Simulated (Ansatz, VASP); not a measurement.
## One calculation of Ga, two programs

```
Ga
1.0
     1.46967    0.84851    7.06905
    -1.46967    0.84851    7.06905
     0.00000   -1.69703    7.06905
Ga
3
Direct
  0.00000 0.00000 0.00000
  0.22236 0.22236 0.22236
  0.77764 0.77764 0.77764
```

Alike in both runs: functional PBEsol; k mesh 6 × 6 × 6; occupations gaussian, width 0.1 eV; no spin polarisation.

Ansatz relaxed the structure, and its values are those at the end. VASP's run is a single point on that final structure, the one shown.

|  | VASP | Ansatz |
| --- | --- | --- |
| version | VASP 6.6.1 | Ansatz 0.2.0 |
| potentials or method | VASP PAW PBE potentials, release 64 (Ga_d), cutoff 520 eV | scalar-relativistic, plane waves, PAW |
| valence electrons in the cell | 39 | 39 |

```tsv
	VASP	Ansatz	Ansatz less VASP
gap on the k mesh at the Fermi level (eV)	none	none	-
pressure (GPa)	0.0	-0.1	-0.07
```

VASP's potentials were made for PBE, not for PBEsol. A gap of «none» marks a metal or a gap that the smearing closes.

The k mesh is coarse, so the values compare programs but aren't converged.
